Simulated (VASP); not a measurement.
Input of a VASP 6.6.1 run:

Contents of POSCAR:

```
Zn
1.0
    0.0000000000      1.9256700041      1.9256700041
    1.9256700041      0.0000000000      1.9256700041
    1.9256700041      1.9256700041      0.0000000000
Zn
1
Direct
    0.0000000000      0.0000000000      0.0000000000
```

Contents of INCAR.step1:

```
ALGO     = Normal         # electronic algorithm
EDIFF    = 1E-5           # SCF threshold, eV
ENCUT    = 550            # plane-wave cutoff, eV
GGA      = PE             # functional
GGA_COMPAT= F            
ISMEAR   = 0              # smearing method
LASPH    = T              # aspherical terms in the spheres
LCHARG   = F              # write CHGCAR
LREAL    = F              # projectors in reciprocal space
LWAVE    = T              # write WAVECAR
NBANDS   = 12             # bands
NELM     = 120            # most SCF steps
PREC     = Accurate       # precision mode
SIGMA    = 0.1            # smearing width, eV
```

INCAR.step2

```
ALGO     = Normal         # electronic algorithm
EDIFF    = 1E-6           # SCF threshold, eV
ENCUT    = 550            # plane-wave cutoff, eV
GGA_COMPAT= F            
ISIF     = 2              # what is computed and relaxed
ISMEAR   = 0              # smearing method
ISTART   = 1            
LASPH    = T              # aspherical terms in the spheres
LCHARG   = T              # write CHGCAR
LELF     = T              # ELF
LMIXTAU  = T            
LREAL    = F              # projectors in reciprocal space
LVHAR    = T            
LWAVE    = F              # write WAVECAR
METAGGA  = R2SCAN         # meta-GGA
NBANDS   = 12             # bands
NELM     = 120            # most SCF steps
PREC     = Accurate       # precision mode
SIGMA    = 0.1            # smearing width, eV
```

KPOINTS

```
k-points
0
Gamma
  18 18 18
```

Potentials or basis: VASP PAW PBE potentials, release 64 (Zn).

The run is started by

```sh
$ cat potpaw_PBE.64/Zn/POTCAR > POTCAR
$ cp INCAR.step1 INCAR
$ mpirun -np 1 vasp_std > vasp.out
$ cp INCAR.step2 INCAR
$ mpirun -np 1 vasp_std > vasp.out
```

Q: Predict the band gap on the k mesh.

A: Zero (bands 6 and 7 overlap by 3.03 eV).

Q: Estimate the pressure.

A: 0.4 GPa.

Caveat: the PAW data sets were made with another functional, which shifts forces and pressure a little.
